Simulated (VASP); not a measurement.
Crystal: Zn.

```
Zn
1.0
     2.67000    0.00000    0.00000
    -1.33500    2.31229    0.00000
     0.00000    0.00000    4.96600
Zn
2
Direct
  0.33333 0.66667 0.25000
  0.66667 0.33333 0.75000
```

| Property | Result |
| --- | --- |
| Program | VASP 6.6.1 |
| Task | relaxation of volume and atoms at fixed shape |
| Functional | PBEsol |
| Potentials or basis | VASP PAW PBE potentials, release 64 (Zn) |
| Cutoff | 600 eV |
| k mesh | 11 × 11 × 5 |
| Occupations | fermi-dirac, width 0.05 eV |
| Spin | no spin polarisation |

At the start: pressure -5.4 GPa; volume 15.33 Å³/atom.

How do energy, volume and symmetry change on relaxing?

Over 3 steps the energy falls by 19.1 meV/atom and the volume is 14.28 Å³/atom (-6.9 %); space group P6_3/mmc (No. 194, to 0.05 Å).

The path:
| step | energy change (eV) | largest force (eV/Å) | pressure (GPa) | volume (Å³) |
| --- | --- | --- | --- | --- |
| 1 | 0.0000 | 0.0000 | -5.39 | 30.66 |
| 2 | -0.0380 | 0.0000 | 0.42 | 28.43 |
| 3 | -0.0382 | 0.0000 | 0.03 | 28.55 |

Final structure:
```
CELL_PARAMETERS angstrom
2.60745 0.00000 0.00000
-1.30372 2.25812 0.00000
0.00000 0.00000 4.84966
ATOMIC_POSITIONS crystal
Zn 0.33333 0.66667 0.25000
Zn 0.66667 0.33333 0.75000
```

Caveat: the PAW data sets were made with another functional, which shifts forces and pressure a little.
